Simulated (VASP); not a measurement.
# Y (Fm-3m) in VASP: relaxation of cell and atoms with LDA

Aim: the relaxation of cell and atoms of Y with LDA.

Everything below comes from runs of VASP 6.6.1. Logs are shortened: lines on timing, memory, paths and dates and some standing lists are left out, and cuts for length are marked.

## (1) The cell of the first run

Symmetry: Fm-3m, No. 225, cubic system. Conventional cell: a = 5.090 Å, b = 5.090 Å, c = 5.090 Å, α = 90.00°, β = 90.00°, γ = 90.00°. Y (site symmetry m-3m) has 12 Y at 3.60 Å within 4.7 Å.

This isn't the form of Y at room conditions, which is hcp.

## (2) Relaxation of cell and atoms, LDA

File INCAR:

```
PREC = Accurate
ENCUT = 600
EDIFF = 1E-6
ISMEAR = 0
SIGMA = 0.05
LREAL = F
LASPH = T
NELM = 100
ALGO = Normal
ISIF = 3
LWAVE = F
LCHARG = F
IBRION = 2
NSW = 50
EDIFFG = -0.01
```

File KPOINTS:

```
regular mesh
0
Gamma
  9 9 9
```

File POSCAR:

```
Y
1.0
    5.0900000000      0.0000000000      0.0000000000
    0.0000000000      5.0900000000      0.0000000000
    0.0000000000      0.0000000000      5.0900000000
Y
4
Direct
    0.0000000000      0.0000000000      0.0000000000
    0.0000000000      0.5000000000      0.5000000000
    0.5000000000      0.0000000000      0.5000000000
    0.5000000000      0.5000000000      0.0000000000
```

Potentials or basis: VASP PAW LDA potentials, release 64 (Y_sv).

Command:

```bash
> cat potpaw_LDA.64/Y_sv/POTCAR > POTCAR
> mpirun -np 1 vasp_std > vasp.out
```

OUTCAR:

```text
PREC = Accurate
   ENCUT = 600
   EDIFF = 1E-6
   ISMEAR = 0
   LREAL = F
   LASPH = T
   NELM = 100
   ISIF = 3
   IBRION = 2
   NSW = 50
   EDIFFG = -0.01

 ion  position               nearest neighbor table
   1  0.000  0.000  0.000-   2 3.60   3 3.60   4 3.60   2 3.60   3 3.60   2 3.60   4 3.60   2 3.60
                             3 3.60   4 3.60   3 3.60   4 3.60
   2  0.000  0.500  0.500-   1 3.60   3 3.60   4 3.60   1 3.60   4 3.60   1 3.60   3 3.60   1 3.60
                             3 3.60   4 3.60   4 3.60   3 3.60
   3  0.500  0.000  0.500-   1 3.60   2 3.60   4 3.60   1 3.60   4 3.60   2 3.60   4 3.60   4 3.60
                             1 3.60   2 3.60   1 3.60   2 3.60
   4  0.500  0.500  0.000-   1 3.60   2 3.60   3 3.60   2 3.60   3 3.60   1 3.60   3 3.60   3 3.60
                             1 3.60   2 3.60   2 3.60   1 3.60

  LATTYP: Found a simple cubic cell.
 ALAT       =     5.0900000000

  Lattice vectors:

 A1 = (   5.0900000000,   0.0000000000,   0.0000000000)
 A2 = (   0.0000000000,   5.0900000000,   0.0000000000)
 A3 = (   0.0000000000,   0.0000000000,   5.0900000000)

Analysis of symmetry for initial positions (statically):
=====================================================================
 Subroutine PRICEL returns following result:

  LATTYP: Found a face centered cubic cell.
 ALAT       =     5.0900000000

  Lattice vectors:

 A1 = (   2.5450000000,  -2.5450000000,   0.0000000000)
 A2 = (   2.5450000000,   0.0000000000,   2.5450000000)
 A3 = (   0.0000000000,  -2.5450000000,   2.5450000000)

   4 primitive cells build up your supercell.

 Routine SETGRP: Setting up the symmetry group for a
 simple cubic supercell.

 Subroutine GETGRP returns: Found 48 space group operations
 (whereof 48 operations were pure point group operations)
 out of a pool of 48 trial point group operations.

The static configuration has the point symmetry O_h .

Analysis of symmetry for dynamics (positions and initial velocities):
=====================================================================
 Subroutine PRICEL returns following result:

  LATTYP: Found a face centered cubic cell.
 ALAT       =     5.0900000000

  Lattice vectors:

 A1 = (   2.5450000000,  -2.5450000000,   0.0000000000)
 A2 = (   2.5450000000,   0.0000000000,   2.5450000000)
 A3 = (   0.0000000000,  -2.5450000000,   2.5450000000)

   4 primitive cells build up your supercell.

 Routine SETGRP: Setting up the symmetry group for a
 simple cubic supercell.

 Subroutine GETGRP returns: Found 48 space group operations
 (whereof 48 operations were pure point group operations)
 out of a pool of 48 trial point group operations.

The dynamic configuration has the point symmetry O_h .
[... 82 lines left out ...]
   dimension x,y,z NGX =    42 NGY =   42 NGZ =   42
   dimension x,y,z NGXF=    84 NGYF=   84 NGZF=   84
   ions per type =               4
   NGX,Y,Z   is equivalent  to a cutoff of  13.72, 13.72, 13.72 a.u.
   NGXF,Y,Z  is equivalent  to a cutoff of  27.44, 27.44, 27.44 a.u.
 SYSTEM =  unknown system
   PREC   = accura    normal or accurate (medium, high low for compatibility)
   ISTART =      0    job   : 0-new  1-cont  2-samecut
   ICHARG =      2    charge: 1-file 2-atom 10-const
   ISPIN  =      1    spin polarized calculation?
   LNONCOLLINEAR =      F non collinear calculations
   LSORBIT =      F    spin-orbit coupling
   LASPH  =      T    aspherical Exc in radial PAW
   ENCUT  =  600.0 eV  44.10 Ry    6.64 a.u.  10.17 10.17 10.17*2*pi/ulx,y,z
   NELM   =    100;   NELMIN=  2; NELMDL= -5     # of ELM steps
   EDIFF  = 0.1E-05   stopping-criterion for ELM
   LREAL  =      F    real-space projection
   EDIFFG = -.1E-01   stopping-criterion for IOM
   NSW    =     50    number of steps for IOM
   IBRION =      2    ionic relax: 0-MD 1-quasi-New 2-CG
   NFREE  =      1    steps in history (QN), initial steepest desc. (CG)
   ISIF   =      3    stress and relaxation
   ISYM   =      2    0-nonsym 1-usesym 2-fastsym
   POTIM  = 0.5000    time-step for ionic-motion
   TEBEG  =    0.0;   TEEND  =   0.0 temperature during run
   PSTRESS=    0.0 pullay stress
   NELECT =      44.0000    total number of electrons
   NUPDOWN=      -1.0000    fix difference up-down
   EMIN   =  10.00;   EMAX   =-10.00  energy-range for DOS
   EFERMI =   0.00;   METHOD = LEGACY
   ISMEAR =     0;   SIGMA  =   0.05  broadening in eV -4-tet -1-fermi 0-gaus
   EFERMI_NEDOS =   21; number of points for ismear=-14 and -15
   IALGO  =     38    algorithm
   IMIX   =      4    mixing-type and parameters
     AMIX     =   0.40;   BMIX     =  1.00
     AMIX_MAG =   1.60;   BMIX_MAG =  1.00
  volume/ion in A,a.u.               =      32.97       222.48
  Fermi-wavevector in a.u.,A,eV,Ry     =   1.135467  2.145722 17.541799  1.289286
  Thomas-Fermi vector in A             =   2.272172
   LORBIT       =      0    0 simple, 1 ext, 2 COOP (PROOUT), +10 PAW based schemes
   GGA     = CA    functional components
   LHFCALC =     F    Hartree Fock is set to
   AEXX    =    0.0000 exact exchange contribution
   IVDW    =     0    specifies the selected vdW correction
   LEPSILON=     F    determine dielectric tensor
   LRPA    =     F    only Hartree local field effects (RPA)
 conjugate gradient relaxation of ions
 non-spin polarized calculation
 Gauss-broadening in eV      SIGMA  =   0.05
  energy-cutoff  :      600.00
  volume of cell :      131.87
 maximum number of plane-waves:      4426
 NGX is ok and might be reduce to    42
   NGX = 21   NGY = 21   NGZ = 21

--------------------------------------- Ionic step        1  -------------------------------------------

 number of electron      44.0000001 magnetization

 Free energy of the ion-electron system (eV)
  ---------------------------------------------------
  ext. energy  EPLUGINS =         0.00000000
  ---------------------------------------------------
  free energy    TOTEN  =       -27.54304403 eV

  energy without entropy =      -27.53392376  energy(sigma->0) =      -27.53848390

 E-fermi :   2.8647     XC(G=0):  -9.6241

 val. band max:        2.8535440928   @ k =   0.4444   0.1111   0.1111
 cond. band min:       2.8791381100   @ k =   0.4444   0.3333   0.2222
 fundamental gap:      0.0255940172
 Fermi energy:         2.8647096640

 k-point     1 :       0.0000    0.0000    0.0000
  band No.  band energies     occupation
      1     -39.6226      2.00000
      2     -39.5385      2.00000
      3     -39.5385      2.00000
      4     -39.5385      2.00000
      5     -19.9669      2.00000
      6     -19.9669      2.00000
[... 762 lines left out ...]
--------------------------------------- Ionic step        3  -------------------------------------------

 number of electron      43.9999999 magnetization

 Free energy of the ion-electron system (eV)
  ---------------------------------------------------
  ext. energy  EPLUGINS =         0.00000000
  ---------------------------------------------------
  free energy    TOTEN  =       -27.76061905 eV

  energy without entropy =      -27.75263627  energy(sigma->0) =      -27.75662766

 E-fermi :   3.4484     XC(G=0): -10.0913

 val. band max:        3.4467035776   @ k =   0.4444   0.2222   0.1111
 cond. band min:       3.4621989298   @ k =   0.4444   0.3333   0.2222
 fundamental gap:      0.0154953522
 Fermi energy:         3.4484458019

 k-point     1 :       0.0000    0.0000    0.0000
  band No.  band energies     occupation
      1     -38.7568      2.00000
      2     -38.6171      2.00000
      3     -38.6171      2.00000
      4     -38.6171      2.00000
      5     -19.2367      2.00000
      6     -19.2367      2.00000
[... 718 lines left out ...]
  FREE ENERGIE OF THE ION-ELECTRON SYSTEM (eV)
  ---------------------------------------------------
  free  energy   TOTEN  =       -27.7606190547 eV

  energy  without entropy=      -27.7526362725  energy(sigma->0) =      -27.75662766

 reached required accuracy - stopping structural energy minimisation
```

OSZICAR:

```text
N       E                     dE             d eps       ncg     rms          rms(c)
DAV:   1     0.248088070129E+03    0.24809E+03   -0.24262E+04  1820   0.180E+03
DAV:   2    -0.266021482349E+01   -0.25075E+03   -0.24776E+03  2024   0.396E+02
DAV:   3    -0.264784801488E+02   -0.23818E+02   -0.23087E+02  2994   0.642E+01
[... 31 lines left out ...]
DAV:   6    -0.277605710475E+02   -0.25411E-02   -0.76946E-03  2658   0.288E-01    0.755E-02
DAV:   7    -0.277605881766E+02   -0.17129E-04   -0.24127E-04  2130   0.778E-02    0.325E-02
DAV:   8    -0.277606178120E+02   -0.29635E-04   -0.22682E-05  1942   0.352E-02    0.227E-03
DAV:   9    -0.277606190321E+02   -0.12200E-05   -0.88485E-06  1900   0.921E-03    0.225E-03
DAV:  10    -0.277606190547E+02   -0.22621E-07   -0.18040E-07  1012   0.283E-03
   3 F= -.27760619E+02 E0= -.27756628E+02  d E =-.217575E+00
```

It took 2.4 min on 1 thread of Intel Xeon 6975P-C (Granite Rapids), shared host; peak memory 0.31 GiB.

Results:

```yaml
Free_energy: -27.7606 eV
Relaxed_volume: 29.31 Å³/atom
Relaxed_cell: a = 4.894 Å, b = 4.894 Å, c = 4.894 Å, α = 90.00°, β = 90.00°, γ = 90.00°
Space_group_after_relaxing_to_0.1_Å: Fm-3m (No. 225)
Energy_gained_by_relaxing: 54.4 meV/atom
Ionic_steps: 3
Pressure_after_relaxing: 0.0 GPa
Band_gap_on_the_k_mesh: zero (bands 22 and 23 overlap by 2.00 eV)
```

The path:
```tsv
step	energy change (eV)	largest force (eV/Å)	pressure (GPa)	volume (Å³)
1	0.0000	0.0000	-4.38	131.87
2	-0.2133	0.0000	0.76	115.41
3	-0.2176	0.0000	0.01	117.24
```

Final structure:
```
Y
1.0
     4.89427    0.00000    0.00000
     0.00000    4.89427    0.00000
     0.00000    0.00000    4.89427
Y
4
Direct
  0.00000 0.00000 0.00000
  0.00000 0.50000 0.50000
  0.50000 0.00000 0.50000
  0.50000 0.50000 0.00000
```

Levels at points of the mesh, in eV from the Fermi level:
```tsv
k point	band 21	band 22	band 23	band 24	band 25	band 26
(0.00, 0.00, 0.00)	-1.10	-1.10	-1.10	1.84	1.84	1.84
```
